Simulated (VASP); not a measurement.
Write the native input for VASP 6.6.1 that does the following.

```yaml
Task: single point
Functional: PBE
Dispersion: D4
Potentials_or_basis: VASP PAW PBE potentials, release 64 (Ba_sv, O)
Cutoff: 600 eV
k_mesh: 6 × 6 × 6
Occupations: gaussian, width 0.01 eV
Spin: no spin polarisation
Dipole_correction: no
Further_INCAR_settings: ALGO = Normal; EDIFF = 1e-06; NBANDS = 15
```

The structure of BaO lies in POSCAR:

```
BaO
1.0
    0.0000000000      2.7718674917      2.7718674917
    2.7718674917      0.0000000000      2.7718674917
    2.7718674917      2.7718674917      0.0000000000
Ba O
1 1
Direct
    0.0000000000      0.0000000000      0.0000000000
    0.5000000000      0.5000000000      0.5000000000
```

One way to write it, as run:

INCAR

```
PREC = Accurate
ENCUT = 600
EDIFF = 1E-6
ISMEAR = 0
SIGMA = 0.01
LREAL = F
LASPH = T
NELM = 120
ALGO = Normal
ISIF = 2
LWAVE = F
LCHARG = F
GGA = PE
IVDW = 13
NBANDS = 15
GGA_COMPAT = F
```

KPOINTS

```
Automatic mesh
0
Gamma
  6 6 6
```

Potentials or basis: VASP PAW PBE potentials, release 64 (Ba_sv, O).

Run with:

```console
$ cat potpaw_PBE.64/Ba_sv/POTCAR potpaw_PBE.64/O/POTCAR > POTCAR
$ mpirun -np 1 vasp_std > vasp.out
```

Results of the run:

```
Pressure                   : 1.3 GPa
Band gap on the k mesh     : 1.98 eV
Dispersion energy per atom : -0.193 eV
```

Caveat: spin-orbit coupling is left out, which moves the levels of the heavy elements.

Wall time 16 s on 1 thread of Intel(R) Xeon(R) Platinum 8375C CPU @ 2.90GHz (Ice Lake), on a shared host, peak memory 0.18 GiB.
